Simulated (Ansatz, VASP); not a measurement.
## One calculation of CoH3, two programs

```xyz
4
Lattice="2.6113 0.0000 0.0000 0.0000 2.6113 0.0000 0.0000 0.0000 2.6113" Properties=species:S:1:pos:R:3 pbc="T T T"
Co    0.0000    0.0000    0.0000
H     0.0000    1.3057    1.3057
H     1.3057    0.0000    1.3057
H     1.3057    1.3057    0.0000
```

Alike in both runs: task single point; functional PBE; k mesh 6 × 6 × 6; occupations gaussian, width 0.1 eV; no spin polarisation.

```csv
,VASP,Ansatz
version,VASP 6.6.1,Ansatz 0.2.0
potentials or method,"VASP PAW PBE potentials, release 64 (Co, H), cutoff 600 eV","scalar-relativistic, plane waves, PAW"
valence electrons in the cell,12,20
```

|  | VASP | Ansatz | Ansatz less VASP |
| --- | --- | --- | --- |
| gap on the k mesh at the Fermi level (eV) | none | none | - |
| pressure (GPa) | -0.2 | 0.2 | +0.38 |

A gap of «none» marks a metal or a gap that the smearing closes. VASP's potentials hold 12 valence electrons a cell and Ansatz's 20, so a difference there can come from the potentials and not from the codes.

The k mesh is coarse, so the values compare programs but aren't converged.
